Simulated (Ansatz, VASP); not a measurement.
## One calculation of Mn, two programs

File INCAR:

```
PREC = Accurate
ENCUT = 520
EDIFF = 1E-6
ISMEAR = -1
SIGMA = 0.1
LREAL = False
LASPH = True
NELM = 60
ALGO = Normal
ISIF = 2
LWAVE = False
LCHARG = False
GGA = PE
NBANDS = 34
```

File KPOINTS:

```
Automatic mesh
0
Gamma
  16 16 5
```

POSCAR

```
Mn
1.0
    2.4167980228      0.0000000000      0.0000000000
   -1.2083990114      2.0930084835      0.0000000000
    0.0000000000      0.0000000000      7.7984282755
Mn
4
Direct
    1.0000000000      1.0000000000      0.0000000000
    1.0000000000      1.0000000000      0.5000000000
    0.3333333333      0.6666666667      0.2500000000
    0.6666666667      0.3333333333      0.7500000000
```

Input for Ansatz:

```yaml
crystal:
  lattice:
    - [2.4167980228, 0.0, 0.0]
    - [-1.2083990114, 2.0930084835, 0.0]
    - [0.0, 0.0, 7.7984282755]
  atoms:
    - { symbol: Mn, position: [1.0, 1.0, 0.0] }
    - { symbol: Mn, position: [1.0, 1.0, 0.5] }
    - { symbol: Mn, position: [0.3333333333, 0.6666666667, 0.25] }
    - { symbol: Mn, position: [0.6666666667, 0.3333333333, 0.75] }
hamiltonian:
  xc: pbe
  pseudopotentials:
    kind: paw
    azcp:
      Mn: "pseudopotentials/Mn.paw.azcp"
basis:
  ecutwfc: 420
  fft_grid_basis: typed
kpoints:
  mp_grid: { grid: [16, 16, 5], shift: [0, 0, 0] }
magnetization:
  spin_polarized: false
scf:
  occupations: { method: fermi_dirac, width: 0.1 }
  lower_state_search: "off"
output:
  stress: true
  write_density: true
  write_potential: true
  elf: true
  volumetric_format: npy
```

Alike in both runs: task single point; functional PBE; k mesh 16 × 16 × 5; occupations fermi-dirac, width 0.1 eV; no spin polarisation.

|  | VASP | Ansatz |
| --- | --- | --- |
| version | VASP 6.6.1 | Ansatz 0.2.0 |
| potentials or method | VASP PAW PBE potentials, release 64 (Mn_pv), cutoff 520 eV | plane waves (420 eV) with PAW, scalar-relativistic |
| valence electrons in the cell | 52 | 60 |

Ansatz gave:

| Property | Result |
| --- | --- |
| pressure (GPa) | 28.0 |
| traceless stress, the component that is largest in VASP (GPa) | -0.03 |

Estimate VASP's values.

pressure (GPa): 27.9; traceless stress, the component that is largest in VASP (GPa): -0.12.

VASP's potentials hold 52 valence electrons a cell and Ansatz's 60, so a difference there can come from the potentials and not from the codes.
